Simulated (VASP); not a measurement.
P, 4 atoms in the cell. The cell holds a slab with vacuum, 4 atoms: a = 3.290 Å, b = 34.859 Å, c = 4.636 Å, α = 90.00°, β = 90.00°, γ = 90.00°.  This cell differs from its parent crystal: atom 1 (P) moved +0.480 Å along Cartesian [1 1 0].

* Program: VASP 6.6.1
* Task: single point
* Functional: r2SCAN
* Potentials or basis: VASP PAW PBE potentials, release 64 (P)
* Cutoff: 520 eV
* k mesh: 8 × 1 × 6
* Occupations: gaussian, width 0.05 eV
* Spin: no spin polarisation
* Dipole correction: no
* Further INCAR settings: ALGO = Normal; EDIFF = 1e-07; NBANDS = 18

Potentials or basis: VASP PAW PBE potentials, release 64 (P).

Command:

```console
$ cat potpaw_PBE.64/P/POTCAR > POTCAR
$ cp INCAR.step1 INCAR
$ mpirun -np 1 vasp_std > vasp.out
$ cp INCAR.step2 INCAR
$ mpirun -np 1 vasp_std > vasp.out
```

Hardware: 1 thread of Intel(R) Xeon(R) Platinum 8259CL CPU @ 2.50GHz (Skylake/Cascade Lake), with other jobs on the host.

Task: How long does it take, and how much memory?

Result: Wall time 35 min on 1 thread of Intel(R) Xeon(R) Platinum 8259CL CPU @ 2.50GHz (Skylake/Cascade Lake), on a shared host, peak memory 0.67 GiB. Counts: k points 26.
